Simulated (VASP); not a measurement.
# CdSe (P6_222) in VASP: a series of runs

The runs below take CdSe through relaxation of cell and atoms, single point, with PBE.

Program: VASP 6.6.1. These are calculated values, not measurements. Logs are shortened: lines on timing, memory, paths and dates and some standing lists are left out, and cuts for length are marked.

## 1. The cell of the first run

It takes space group P6_222 (No. 180, hexagonal). The conventional cell has a = 4.167 Å, b = 4.167 Å, c = 9.127 Å, α = 90.00°, β = 90.00°, γ = 120.00°. Within 3.4 Å of Cd (site symmetry 222) lie 4 Se at 2.58 Å. Within 3.4 Å of Se (site symmetry 222) lie 4 Cd at 2.58 Å.

The cell was generated, and may not be a known phase.

## 2. Relaxation of cell and atoms, PBE

INCAR reads:

```
SYSTEM = CdSe
PREC = Accurate ; ENCUT = 600
EDIFF = 1E-6 ; ISMEAR = 0
SIGMA = 0.1 ; LREAL = .FALSE.
LASPH = .TRUE. ; NELM = 80
ALGO = Normal ; ISIF = 3
LWAVE = .FALSE. ; LCHARG = .FALSE.
GGA = PE ; IBRION = 2
NSW = 90 ; EDIFFG = -0.04
```

KPOINTS reads:

```
Automatic mesh
0
G
  6 6 2
  0 0 0
```

POSCAR reads:

```
CdSe
1.0
    4.1673204800      0.0000000000      0.0000000000
   -2.0836602400      3.6090054000      0.0000000000
    0.0000000000      0.0000000000      9.1265661400
Cd Se
3 3
Direct
    0.0000000000      0.5000000000      0.1666666700
    0.5000000000      0.5000000000      0.8333333300
    0.5000000000      0.0000000000      0.5000000000
    0.5000000000      0.5000000000      0.3333333300
    0.5000000000      0.0000000000      0.0000000000
    0.0000000000      0.5000000000      0.6666666700
```

Potentials or basis: VASP PAW PBE potentials, release 64 (Cd, Se).

Started as:

```console
cat potpaw_PBE.64/Cd/POTCAR potpaw_PBE.64/Se/POTCAR > POTCAR
mpirun -np 1 vasp_std > vasp.out
```

OUTCAR:

```text
SYSTEM = CdSe
   PREC = Accurate
   ENCUT = 600
   EDIFF = 1E-6
   ISMEAR = 0
   LREAL = .FALSE.
   LASPH = .TRUE.
   NELM = 80
   ISIF = 3
   GGA = PE
   IBRION = 2
   NSW = 90
   EDIFFG = -0.04

 ion  position               nearest neighbor table
   1  0.000  0.500  0.167-   4 2.58   4 2.58   5 2.58   5 2.58   3 3.69   3 3.69   2 3.69   2 3.69

   2  0.500  0.500  0.833-   6 2.58   6 2.58   5 2.58   5 2.58   3 3.69   3 3.69   1 3.69   1 3.69

   3  0.500  0.000  0.500-   4 2.58   6 2.58   4 2.58   6 2.58   2 3.69   1 3.69   1 3.69   2 3.69

   4  0.500  0.500  0.333-   1 2.58   1 2.58   3 2.58   3 2.58
   5  0.500  0.000  0.000-   1 2.58   2 2.58   2 2.58   1 2.58
   6  0.000  0.500  0.667-   2 2.58   2 2.58   3 2.58   3 2.58

  LATTYP: Found a hexagonal cell.
 ALAT       =     4.1673204800
 C/A-ratio  =     2.1900322243

  Lattice vectors:

 A1 = (   4.1673204800,   0.0000000000,   0.0000000000)
 A2 = (  -2.0836602400,   3.6090054000,   0.0000000000)
 A3 = (   0.0000000000,   0.0000000000,   9.1265661400)

Analysis of symmetry for initial positions (statically):
=====================================================================
 Subroutine PRICEL returns:
 Original cell was already a primitive cell.

 Routine SETGRP: Setting up the symmetry group for a
 hexagonal supercell.

 Subroutine GETGRP returns: Found 12 space group operations
 (whereof  4 operations were pure point group operations)
 out of a pool of 24 trial point group operations.

The static configuration has the point symmetry D_2 .
 The point group associated with its full space group is D_6 .

Analysis of symmetry for dynamics (positions and initial velocities):
=====================================================================
 Subroutine PRICEL returns:
 Original cell was already a primitive cell.

 Routine SETGRP: Setting up the symmetry group for a
 hexagonal supercell.

 Subroutine GETGRP returns: Found 12 space group operations
 (whereof  4 operations were pure point group operations)
 out of a pool of 24 trial point group operations.

The dynamic configuration has the point symmetry D_2 .
 The point group associated with its full space group is D_6 .

 Subroutine INISYM returns: Found 12 space group operations
 (whereof  4 operations are pure point group operations),
 and found     1 'primitive' translations

----------------------------------------------------------------------------------------

                                     Primitive cell

  volume of cell :     137.2625

  direct lattice vectors                    reciprocal lattice vectors
     4.167320480  0.000000000  0.000000000     0.239962346  0.138542325  0.000000000
    -2.083660240  3.609005400  0.000000000     0.000000000  0.277084651  0.000000000
     0.000000000  0.000000000  9.126566140     0.000000000  0.000000000  0.109570235

  length of vectors
     4.167320480  4.167320479  9.126566140     0.277084650  0.277084651  0.109570235

  position of ions in fractional coordinates (direct lattice)
     1.000000000  0.500000000  0.166666670
     0.500000000  0.500000000  0.833333330
     0.500000000  0.000000000  0.500000000
     0.500000000  0.500000000  0.333333330
     0.500000000  0.000000000  0.000000000
     1.000000000  0.500000000  0.666666670

  ion indices of the primitive-cell ions
   primitive index   ion index
                 1           1
                 2           2
                 3           3
                 4           4
                 5           5
                 6           6

----------------------------------------------------------------------------------------

 KPOINTS: Automatic mesh

Automatic generation of k-mesh.
 Grid dimensions read from file:
 generate k-points for:    6    6    2

 Generating k-lattice:

  Cartesian coordinates                     Fractional coordinates (reciprocal lattice)
     0.039993724  0.023090388  0.000000000     0.166666667 -0.000000000  0.000000000
     0.000000000  0.046180775  0.000000000     0.000000000  0.166666667  0.000000000
     0.000000000  0.000000000  0.054785118     0.000000000  0.000000000  0.500000000

  Length of vectors
     0.046180775  0.046180775  0.054785118

  Shift w.r.t. Gamma in fractional coordinates (k-lattice)
     0.000000000  0.000000000  0.000000000

 Subroutine IBZKPT returns following result:
 ===========================================

 Found     14 irreducible k-points:

 Following reciprocal coordinates:
            Coordinates               Weight
  0.000000  0.000000  0.000000      1.000000
  0.166667  0.000000  0.000000      6.000000
  0.333333  0.000000  0.000000      6.000000
  0.500000  0.000000  0.000000      3.000000
  0.166667  0.166667  0.000000      6.000000
  0.333333  0.166667  0.000000     12.000000
  0.333333  0.333333  0.000000      2.000000
  0.000000  0.000000  0.500000      1.000000
  0.166667  0.000000  0.500000      6.000000
  0.333333  0.000000  0.500000      6.000000
  0.500000  0.000000  0.500000      3.000000
  0.166667  0.166667  0.500000      6.000000
  0.333333  0.166667  0.500000     12.000000
  0.333333  0.333333  0.500000      2.000000
   k-points           NKPTS =     14   k-points in BZ     NKDIM =     14   number of bands    NBANDS=     32
   number of dos      NEDOS =    301   number of ions     NIONS =      6
   total plane-waves  NPLWV = 103680
   dimension x,y,z NGX =    36 NGY =   36 NGZ =   80
   dimension x,y,z NGXF=    72 NGYF=   72 NGZF=  160
   ions per type =               3   3
   NGX,Y,Z   is equivalent  to a cutoff of  14.36, 14.36, 14.57 a.u.
   NGXF,Y,Z  is equivalent  to a cutoff of  28.72, 28.72, 29.14 a.u.
 SYSTEM =  CdSe
   PREC   = accura    normal or accurate (medium, high low for compatibility)
   ISTART =      0    job   : 0-new  1-cont  2-samecut
   ICHARG =      2    charge: 1-file 2-atom 10-const
   ISPIN  =      1    spin polarized calculation?
   LNONCOLLINEAR =      F non collinear calculations
   LSORBIT =      F    spin-orbit coupling
   LASPH  =      T    aspherical Exc in radial PAW
   ENCUT  =  600.0 eV  44.10 Ry    6.64 a.u.   8.32  8.32 18.23*2*pi/ulx,y,z
   NELM   =     80;   NELMIN=  2; NELMDL= -5     # of ELM steps
   EDIFF  = 0.1E-05   stopping-criterion for ELM
   LREAL  =      F    real-space projection
   EDIFFG = -.4E-01   stopping-criterion for IOM
   NSW    =     90    number of steps for IOM
   IBRION =      2    ionic relax: 0-MD 1-quasi-New 2-CG
   NFREE  =      1    steps in history (QN), initial steepest desc. (CG)
   ISIF   =      3    stress and relaxation
   ISYM   =      2    0-nonsym 1-usesym 2-fastsym
   POTIM  = 0.5000    time-step for ionic-motion
   TEBEG  =    0.0;   TEEND  =   0.0 temperature during run
   PSTRESS=    0.0 pullay stress
   NELECT =      54.0000    total number of electrons
   NUPDOWN=      -1.0000    fix difference up-down
   EMIN   =  10.00;   EMAX   =-10.00  energy-range for DOS
   EFERMI =   0.00;   METHOD = LEGACY
   ISMEAR =     0;   SIGMA  =   0.10  broadening in eV -4-tet -1-fermi 0-gaus
   EFERMI_NEDOS =   21; number of points for ismear=-14 and -15
   IALGO  =     38    algorithm
   IMIX   =      4    mixing-type and parameters
     AMIX     =   0.40;   BMIX     =  1.00
     AMIX_MAG =   1.60;   BMIX_MAG =  1.00
  volume/ion in A,a.u.               =      22.88       154.38
  Fermi-wavevector in a.u.,A,eV,Ry     =   1.199560  2.266841 19.578039  1.438945
  Thomas-Fermi vector in A             =   2.335420
   LORBIT       =      0    0 simple, 1 ext, 2 COOP (PROOUT), +10 PAW based schemes
   GGA     = PE    functional components
   LHFCALC =     F    Hartree Fock is set to
   AEXX    =    0.0000 exact exchange contribution
   IVDW    =     0    specifies the selected vdW correction
   LEPSILON=     F    determine dielectric tensor
   LRPA    =     F    only Hartree local field effects (RPA)
 conjugate gradient relaxation of ions
 non-spin polarized calculation
 Gauss-broadening in eV      SIGMA  =   0.10
  energy-cutoff  :      600.00
  volume of cell :      137.26
 maximum number of plane-waves:      4608
 NGX is ok and might be reduce to    36
   NGX = 17   NGY = 17   NGZ = 37

--------------------------------------- Ionic step        1  -------------------------------------------

 number of electron      54.0000009 magnetization

 Free energy of the ion-electron system (eV)
  ---------------------------------------------------
  ext. energy  EPLUGINS =         0.00000000
  ---------------------------------------------------
  free energy    TOTEN  =       -15.10837855 eV

  energy without entropy =      -15.10774124  energy(sigma->0) =      -15.10805989

 E-fermi :   2.9441     XC(G=0): -10.0580

 val. band max:        2.8253357608   @ k =   0.0000   0.0000   0.0000
 cond. band min:       3.0431931592   @ k =   0.0000   0.0000   0.0000
 fundamental gap:      0.2178573984
 Fermi energy:         2.9441438485

 k-point     1 :       0.0000    0.0000    0.0000
  band No.  band energies     occupation
      1     -10.9010      2.00000
      2     -10.1103      2.00000
      3     -10.1103      2.00000
      4      -5.9656      2.00000
      5      -5.9656      2.00000
      6      -5.7119      2.00000
[... 661 lines left out ...]
 POSITION                                       TOTAL-FORCE (eV/Angst)
 -----------------------------------------------------------------------------------
     -1.08837      1.88511      1.62850        -0.000000      0.000000      0.000000
      1.08837      1.88511      8.14251         0.000000     -0.000000     -0.000000
      2.17673     -0.00000      4.88551        -0.000000     -0.000000      0.000000
      1.08837      1.88511      3.25701         0.000000      0.000000     -0.000000
      2.17673     -0.00000      0.00000        -0.000000      0.000000      0.000000
     -1.08837      1.88511      6.51401        -0.000000     -0.000000      0.000000
 -----------------------------------------------------------------------------------
    total drift:                               -0.000000     -0.000000      0.000033

  FREE ENERGIE OF THE ION-ELECTRON SYSTEM (eV)
  ---------------------------------------------------
  free  energy   TOTEN  =       -15.8113998446 eV

  energy  without entropy=      -15.8085455449  energy(sigma->0) =      -15.80997269

--------------------------------------- Ionic step        6  -------------------------------------------

 number of electron      53.9999992 magnetization

 Free energy of the ion-electron system (eV)
  ---------------------------------------------------
  ext. energy  EPLUGINS =         0.00000000
  ---------------------------------------------------
  free energy    TOTEN  =       -15.82334765 eV

  energy without entropy =      -15.82169422  energy(sigma->0) =      -15.82252093

 E-fermi :   1.3975     XC(G=0):  -9.3386

 val. band max:        1.3291713702   @ k =   0.0000   0.0000   0.0000
 cond. band min:       1.4407467681   @ k =   0.0000   0.0000   0.5000
 fundamental gap:      0.1115753979
 Fermi energy:         1.3974645448

 k-point     1 :       0.0000    0.0000    0.0000
  band No.  band energies     occupation
      1     -11.2487      2.00000
      2     -10.7345      2.00000
      3     -10.7345      2.00000
      4      -6.6931      2.00000
      5      -6.6931      2.00000
      6      -6.5282      2.00000
[... 501 lines left out ...]
 POSITION                                       TOTAL-FORCE (eV/Angst)
 -----------------------------------------------------------------------------------
     -1.07631      1.86422      1.65959        -0.000000      0.000000      0.000000
      1.07631      1.86422      8.29797         0.000000      0.000000      0.000000
      2.15261     -0.00000      4.97878        -0.000000     -0.000000     -0.000000
      1.07631      1.86422      3.31919         0.000000     -0.000000     -0.000000
      0.00000      3.72844      0.00000        -0.000000     -0.000000     -0.000000
      3.22892      1.86422      6.63838        -0.000000     -0.000000     -0.000000
 -----------------------------------------------------------------------------------
    total drift:                               -0.000000     -0.000000      0.000033

  FREE ENERGIE OF THE ION-ELECTRON SYSTEM (eV)
  ---------------------------------------------------
  free  energy   TOTEN  =       -15.8233476467 eV

  energy  without entropy=      -15.8216942164  energy(sigma->0) =      -15.82252093

 reached required accuracy - stopping structural energy minimisation
```

Wall time 8.5 min (1 thread of Intel Xeon 8259CL, shared host); peak memory 0.36 GiB.

Results:

```yaml
Free_energy: -15.8233 eV
Relaxed_volume: 26.64 Å³/atom
Relaxed_cell: a = 4.305 Å, b = 4.305 Å, c = 9.958 Å, α = 90.00°, β = 90.00°, γ = 120.00°
Space_group_after_relaxing_to_0.1_Å: P6_222 (No. 180)
Energy_gained_by_relaxing: 119.2 meV/atom
Ionic_steps: 6
Pressure_after_relaxing: -0.1 GPa
Band_gap_on_the_k_mesh: zero (bands 27 and 28 overlap by 0.11 eV)
```

The path:
| step | energy change (eV) | largest force (eV/Å) | pressure (GPa) | volume (Å³) |
| --- | --- | --- | --- | --- |
| 1 | 0.0000 | 0.0000 | 11.03 | 137.26 |
| 2 | -0.5960 | 0.0000 | -2.84 | 170.95 |
| 3 | -0.6951 | 0.0000 | -0.01 | 160.06 |
| 4 | -0.6951 | 0.0000 | -0.15 | 160.54 |
| 5 | -0.7030 | 0.0000 | -0.16 | 160.38 |
| 6 | -0.7150 | 0.0000 | -0.12 | 159.84 |

Final structure:
```cif
data_structure
_symmetry_space_group_name_H-M 'P 1'
_symmetry_Int_Tables_number 1
_cell_length_a 4.3052
_cell_length_b 4.3052
_cell_length_c 9.9576
_cell_angle_alpha 90.000
_cell_angle_beta 90.000
_cell_angle_gamma 120.000
_cell_volume 159.84
loop_
_atom_site_label
_atom_site_type_symbol
_atom_site_fract_x
_atom_site_fract_y
_atom_site_fract_z
_atom_site_occupancy
Cd1 Cd 0.00000 0.50000 0.16667 1
Cd2 Cd 0.50000 0.50000 0.83333 1
Cd3 Cd 0.50000 0.00000 0.50000 1
Se1 Se 0.50000 0.50000 0.33333 1
Se2 Se 0.50000 0.00000 0.00000 1
Se3 Se 0.00000 0.50000 0.66667 1
```

Caveat: the volume moved by over 15 % at a fixed basis, so the end points are rough; semilocal functionals underestimate gaps, and a narrow one can read as zero.

## 3. Single point, PBE (25.61 Å³/atom)

This run uses another cell than the first one, of 25.61 Å³/atom.

INCAR reads:

```
SYSTEM = CdSe
PREC = Accurate
ENCUT = 520
EDIFF = 1E-6
ISMEAR = 0
SIGMA = 0.1
LREAL = .False.
LASPH = .True.
NELM = 100
ALGO = Normal
ISIF = 2
LWAVE = .False.
LCHARG = .True.
GGA = PE
LELF = .True.
LVHAR = .True.
NBANDS = 36
```

KPOINTS reads:

```
regular mesh
0
Gamma
  12 12 4
  0 0 0
```

POSCAR reads:

```
CdSe
1.0
    4.2378112627      0.0000000000      0.0000000000
   -2.1189056314      3.6700522099      0.0000000000
    0.0000000000      0.0000000000      9.8807724074
Cd Se
3 3
Direct
    0.0000000000      0.5000000000      0.1666666667
    0.5000000000      0.5000000000      0.8333333333
    0.5000000000      0.0000000000      0.5000000000
    0.5000000000      0.5000000000      0.3333333333
    0.5000000000      0.0000000000      0.0000000000
    0.0000000000      0.5000000000      0.6666666667
```

Potentials or basis: VASP PAW PBE potentials, release 64 (Cd, Se).

Started as:

```console
cat potpaw_PBE.64/Cd/POTCAR potpaw_PBE.64/Se/POTCAR > POTCAR
mpirun -np 1 vasp_std > vasp.out
```

OUTCAR:

```text
SYSTEM = CdSe
   PREC = Accurate
   ENCUT = 520
   EDIFF = 1E-6
   ISMEAR = 0
   LREAL = .False.
   LASPH = .True.
   NELM = 100
   ISIF = 2
   GGA = PE

 ion  position               nearest neighbor table
   1  0.000  0.500  0.167-   4 2.68   4 2.68   5 2.68   5 2.68
   2  0.500  0.500  0.833-   6 2.68   6 2.68   5 2.68   5 2.68
   3  0.500  0.000  0.500-   6 2.68   6 2.68   4 2.68   4 2.68
   4  0.500  0.500  0.333-   1 2.68   1 2.68   3 2.68   3 2.68
   5  0.500  0.000  0.000-   1 2.68   1 2.68   2 2.68   2 2.68
   6  0.000  0.500  0.667-   2 2.68   2 2.68   3 2.68   3 2.68

  LATTYP: Found a hexagonal cell.
 ALAT       =     4.2378112627
 C/A-ratio  =     2.3315744366

  Lattice vectors:

 A1 = (   4.2378112627,   0.0000000000,   0.0000000000)
 A2 = (  -2.1189056314,   3.6700522099,   0.0000000000)
 A3 = (   0.0000000000,   0.0000000000,   9.8807724074)

Analysis of symmetry for initial positions (statically):
=====================================================================
 Subroutine PRICEL returns:
 Original cell was already a primitive cell.

 Routine SETGRP: Setting up the symmetry group for a
[... 183 lines left out ...]
 fundamental gap:      0.0375691963
 Fermi energy:         1.7831675698

 k-point     1 :       0.0000    0.0000    0.0000
  band No.  band energies     occupation
      1     -11.1466      2.00000
      2     -10.5898      2.00000
      3     -10.5898      2.00000
      4      -6.4845      2.00000
      5      -6.4845      2.00000
      6      -6.3034      2.00000
[... 925 lines left out ...]
     35       8.3592      0.00000
     36       9.0140      0.00000

 [... further k-points ...]

------------------------ aborting loop because EDIFF is reached ----------------------------------------

  FORCE on cell =-STRESS in cart. coord.  units (eV):
  Direction    XX          YY          ZZ          XY          YZ          ZX
  --------------------------------------------------------------------------------------
  -------------------------------------------------------------------------------------
  Total        1.8524199      1.8524199      1.8974546     -0.0000000      0.0000000     -0.0000000
  in kB       19.3128016     19.3128016     19.7823205     -0.0000000      0.0000000     -0.0000000
  external PRESSURE =      19.4693079 kB  Pullay stress =       0.0000000 kB

 VOLUME and BASIS-vectors are now :
 -----------------------------------------------------------------------------
  energy-cutoff  :      520.00
  volume of cell :      153.68
      direct lattice vectors                 reciprocal lattice vectors
     4.237811263  0.000000000  0.000000000     0.235970868  0.136237844  0.000000000
    -2.118905631  3.670052210  0.000000000     0.000000000  0.272475688  0.000000000
     0.000000000  0.000000000  9.880772407     0.000000000  0.000000000  0.101206663

 POSITION                                       TOTAL-FORCE (eV/Angst)
 -----------------------------------------------------------------------------------
     -1.05945      1.83503      1.64680        -0.000000     -0.000000      0.000000
      1.05945      1.83503      8.23398        -0.000000     -0.000000     -0.000000
      2.11891      0.00000      4.94039        -0.000000      0.000000     -0.000000
      1.05945      1.83503      3.29359        -0.000000     -0.000000     -0.000000
      2.11891      0.00000      0.00000         0.000000     -0.000000     -0.000000
     -1.05945      1.83503      6.58718         0.000000      0.000000     -0.000000
 -----------------------------------------------------------------------------------
    total drift:                                0.000000      0.000000     -0.000000

  FREE ENERGIE OF THE ION-ELECTRON SYSTEM (eV)
  ---------------------------------------------------
  free  energy   TOTEN  =       -15.8178631893 eV

  energy  without entropy=      -15.8176245296  energy(sigma->0) =      -15.81774386
```

Wall time 6.3 min (1 thread of Intel Xeon 8259CL, shared host); peak memory 0.43 GiB.

Results:

| Property | Result |
| --- | --- |
| Free energy | -15.8179 eV |
| Pressure | 1.9 GPa |
| Band gap on the k mesh | zero (bands 27 and 28 overlap by 0.04 eV) |

Caveat: semilocal functionals underestimate gaps, and a narrow one can read as zero.

(Part 1 of 2 ends here.)

The gap in the log of VASP goes by the Fermi energy; the results here count the filled bands.